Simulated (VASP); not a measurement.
# ZrB (I4/mmm) in VASP: a series of runs, part 2 of 2

VASP 6.6.1. The steps go on from the part before.

## (5) Single point, LDA

This run uses another cell than the first one, of the same volume but with other edges.

INCAR reads:

```
SYSTEM = ZrB
ALGO = Normal ; EDIFF = 1E-7
ENCUT = 520 ; ISIF = 2
ISMEAR = 0 ; LASPH = .True.
LCHARG = .False. ; LREAL = .False.
LWAVE = .False. ; NBANDS = 14
NELM = 100 ; PREC = Accurate
SIGMA = 0.15
```

KPOINTS reads:

```
k-points
0
Gamma
  20 20 20
  0 0 0
```

POSCAR reads:

```
ZrB
1.0
    0.0000000000      2.6840164403      1.7446106862
    2.6840164403      0.0000000000      1.7446106862
    2.6840164403      2.6840164403      0.0000000000
Zr B
1 1
Direct
    0.0000000000      0.0000000000      0.0000000000
    0.5000000000      0.5000000000      0.5000000000
```

Potentials or basis: VASP PAW LDA potentials, release 64 (Zr_sv, B).

Command:

```
cat potpaw_LDA.64/Zr_sv/POTCAR potpaw_LDA.64/B/POTCAR > POTCAR
mpirun -np 1 vasp_std > vasp.out
```

OUTCAR:

```text
SYSTEM = ZrB
   EDIFF = 1E-7
   ENCUT = 520
   ISIF = 2
   ISMEAR = 0
   LASPH = .True.
   LREAL = .False.
   NELM = 100
   PREC = Accurate

 ion  position               nearest neighbor table
   1  0.000  0.000  0.000-   2 1.74   2 1.74   2 2.68   2 2.68   2 2.68   2 2.68
   2  0.500  0.500  0.500-   1 1.74   1 1.74   1 2.68   1 2.68   1 2.68   1 2.68

  LATTYP: Found a body centered tetragonal cell.
 ALAT       =     3.7957724515
 C/A-ratio  =     0.9192388155

  Lattice vectors:

 A1 = (   0.0000000000,  -2.6840164403,  -1.7446106862)
 A2 = (   0.0000000000,   2.6840164403,  -1.7446106862)
 A3 = (   2.6840164403,   0.0000000000,   1.7446106862)

Analysis of symmetry for initial positions (statically):
=====================================================================
 Subroutine PRICEL returns:
 Original cell was already a primitive cell.

 Routine SETGRP: Setting up the symmetry group for a
 body centered tetragonal supercell.

 Subroutine GETGRP returns: Found 16 space group operations
 (whereof 16 operations were pure point group operations)
 out of a pool of 16 trial point group operations.

The static configuration has the point symmetry D_4h.

Analysis of symmetry for dynamics (positions and initial velocities):
[... 168 lines left out ...]
      1     -38.1038      2.00000
      2     -17.3035      2.00000
      3     -15.7374      2.00000
      4     -15.7374      2.00000
      5       1.1717      2.00000
      6       9.6869      1.59475
      7       9.9139      0.19082
      8      10.1452      0.00049
      9      10.1452      0.00049
     10      11.5385      0.00000
     11      11.5386      0.00000
     12      13.8354      0.00000
     13      18.5837      0.00000
     14      22.2258      0.00000
[... 377 lines left out ...]
      1     -38.0149      2.00000
      2     -17.5873      2.00000
      3     -16.0136      2.00000
      4     -15.9817      2.00000
      5       3.9070      2.00000
      6       5.5533      2.00000
      7       6.2651      2.00000
      8       9.7986      0.82546
      9      13.0856      0.00000
     10      13.5369      0.00000
     11      16.1231      0.00000
     12      18.6406      0.00000
     13      19.2305      0.00000
     14      19.3448      0.00000

 [... further k-points ...]
[... 5 lines left out ...]
  --------------------------------------------------------------------------------------
  -------------------------------------------------------------------------------------
  Total       -1.6599581     -1.6599581     34.9237034      0.0000000      0.0000000      0.0000000
  in kB     -105.8056453   -105.8056453   2226.0350924      0.0000000      0.0000000      0.0000000
  external PRESSURE =     671.4746006 kB  Pullay stress =       0.0000000 kB

 VOLUME and BASIS-vectors are now :
 -----------------------------------------------------------------------------
  energy-cutoff  :      520.00
  volume of cell :       25.14
      direct lattice vectors                 reciprocal lattice vectors
     0.000000000  2.684016440  1.744610686    -0.186287980  0.186287980  0.286596892
     2.684016440  0.000000000  1.744610686     0.186287980 -0.186287980  0.286596892
     2.684016440  2.684016440  0.000000000     0.186287980  0.186287980 -0.286596892

 POSITION                                       TOTAL-FORCE (eV/Angst)
 -----------------------------------------------------------------------------------
      0.00000      0.00000      0.00000         0.000000      0.000000     -0.000000
      2.68402      2.68402      1.74461        -0.000000     -0.000000      0.000000
 -----------------------------------------------------------------------------------
    total drift:                                0.000000     -0.000000     -0.000000

  FREE ENERGIE OF THE ION-ELECTRON SYSTEM (eV)
  ---------------------------------------------------
  free  energy   TOTEN  =       -12.7700240689 eV

  energy  without entropy=      -12.7614803089  energy(sigma->0) =      -12.76575219
```

OSZICAR:

```text
N       E                     dE             d eps       ncg     rms          rms(c)
DAV:   1     0.105445794597E+03    0.10545E+03   -0.79790E+03 17980   0.104E+03
DAV:   2    -0.115691585343E+02   -0.11701E+03   -0.10959E+03 22814   0.293E+02
DAV:   3    -0.157467731370E+02   -0.41776E+01   -0.41222E+01 25632   0.473E+01
DAV:   4    -0.158369647903E+02   -0.90192E-01   -0.90157E-01 21186   0.649E+00
DAV:   5    -0.158391795991E+02   -0.22148E-02   -0.22148E-02 25670   0.722E-01    0.363E+01
DAV:   6    -0.127947848486E+02    0.30444E+01   -0.54033E+00 21782   0.191E+01    0.115E+01
DAV:   7    -0.127621130417E+02    0.32672E-01   -0.78341E-01 23204   0.583E+00    0.459E+00
DAV:   8    -0.127730694280E+02   -0.10956E-01   -0.99819E-02 24638   0.264E+00    0.369E-01
DAV:   9    -0.127702051976E+02    0.28642E-02   -0.58650E-03 20750   0.787E-01    0.195E-01
DAV:  10    -0.127700456961E+02    0.15950E-03   -0.67112E-04 20068   0.282E-01    0.925E-02
DAV:  11    -0.127700254265E+02    0.20270E-04   -0.68556E-05 22590   0.609E-02    0.983E-03
DAV:  12    -0.127700241947E+02    0.12318E-05   -0.51724E-06 22706   0.160E-02    0.303E-03
DAV:  13    -0.127700240709E+02    0.12383E-06   -0.28143E-07 21084   0.408E-03    0.171E-03
DAV:  14    -0.127700240689E+02    0.20041E-08   -0.18831E-08  9916   0.144E-03
   1 F= -.12770024E+02 E0= -.12765752E+02  d E =-.854376E-02
```

stdout:

```text
POSCAR found type information on POSCAR ZrB
 POSCAR found :  2 types and       2 ions
 scaLAPACK will be used
 LDA part: xc-table for (Slater(with rela. corr.)+CA(PZ))
 , standard interpolation
 POSCAR, INCAR and KPOINTS ok, starting setup
 FFT: planning ... GRIDC
 FFT: planning ... GRID_SOFT
 FFT: planning ... GRID
 WAVECAR not read
 entering main loop
```

It took 1.7 min on 1 thread of Intel Xeon Platinum 8559C (Emerald Rapids), shared host; peak memory 0.33 GiB.

Results:

| Property | Result |
| --- | --- |
| Free energy | -12.7700 eV |
| Pressure | 67.1 GPa |

Stress tensor (GPa, compression positive):
```
-10.58   0.00   0.00
  0.00 -10.58   0.00
  0.00   0.00 222.60
```

## (6) Overview

| cell | gap on the mesh (eV) | pressure (GPa) |
| --- | --- | --- |
| a = 3.494, b = 3.494, c = 3.013 Å, angles 64.5, 64.5, 51.1°, 2 atoms | none | 41.9 |
| a = 3.248, b = 3.248, c = 3.381 Å, angles 58.6, 58.6, 62.7°, 2 atoms | none | 26.7 |
| a = 3.348, b = 3.348, c = 3.185 Å, angles 61.6, 61.6, 56.8°, 2 atoms | none | 28.1 |
| a = 3.201, b = 3.201, c = 3.796 Å, angles 53.6, 53.6, 72.7°, 2 atoms | none | 67.1 |

Alike in all rows: task single point; level LDA; potentials or basis VASP PAW LDA potentials, release 64 (Zr_sv, B); no spin polarisation; k mesh 20 × 20 × 20; cutoff (eV) 520; smearing gaussian 0.15 eV.

Absolute energies hang on the potentials; compare differences alone.
